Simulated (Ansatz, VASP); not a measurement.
# One calculation of CaB2, two programs

```
Ca B
1.0
     3.21985    0.00000    0.00000
    -1.60992    2.78847    0.00000
     0.00000    0.00000    4.07022
Ca B
1 2
Direct
  0.00000 0.00000 0.00000
  0.33333 0.66667 0.50000
  0.66667 0.33333 0.50000
```

Alike in both runs: functional PBE; k mesh 18 × 18 × 12; occupations gaussian, width 0.1 eV; no spin polarisation.

Ansatz relaxed the structure, and its values are those at the end. VASP's run is a single point on that final structure, the one shown.

|  | VASP | Ansatz |
| --- | --- | --- |
| version | VASP 6.6.1 | Ansatz 0.2.0 |
| potentials or method | VASP PAW PBE potentials, release 64 (Ca_sv, B), cutoff 520 eV | scalar-relativistic, plane waves, PAW |
| valence electrons in the cell | 16 | 16 |

```csv
,VASP,Ansatz,Ansatz less VASP
gap on the k mesh at the Fermi level (eV),none,none,-
pressure (GPa),0.3,0.0,-0.30
```

A gap of «none» marks a metal or a gap that the smearing closes.
